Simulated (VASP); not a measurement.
Cu, 1 atom in the cell. It takes space group I4/mmm (No. 139, tetragonal). The conventional cell has a = 2.855 Å, b = 2.855 Å, c = 2.682 Å, α = 90.00°, β = 90.00°, γ = 90.00°. Within 3.2 Å of Cu (site symmetry 4/mmm) lie 14 Cu at 2.42 to 2.86 Å. 

| Quantity | Value |
| --- | --- |
| Program | VASP 6.6.1 |
| Task | single point |
| Functional | LDA |
| Potentials or basis | VASP PAW LDA potentials, release 64 (Cu_sv_GW) |
| Cutoff | 820 eV |
| k mesh | 20 × 20 × 20 |
| Occupations | gaussian, width 0.1 eV |
| Spin | no spin polarisation |
| Dipole correction | no |
| Further INCAR settings | ALGO = Normal; EDIFF = 1e-06; NBANDS = 16 |

Potentials or basis: VASP PAW LDA potentials, release 64 (Cu_sv_GW).

Run with:

```bash
$ cat potpaw_LDA.64/Cu_sv_GW/POTCAR > POTCAR
$ mpirun -np 1 vasp_std > vasp.out
```

Hardware: 1 thread of AMD EPYC 7R13 Processor (Zen 3) (shared host).

**Question.** How long does it take, and how much memory?

**Answer.** Wall time 2.4 min on 1 thread of AMD EPYC 7R13 Processor (Zen 3), on a shared host, peak memory 0.33 GiB. Counts: scf iterations 11, k points 641.
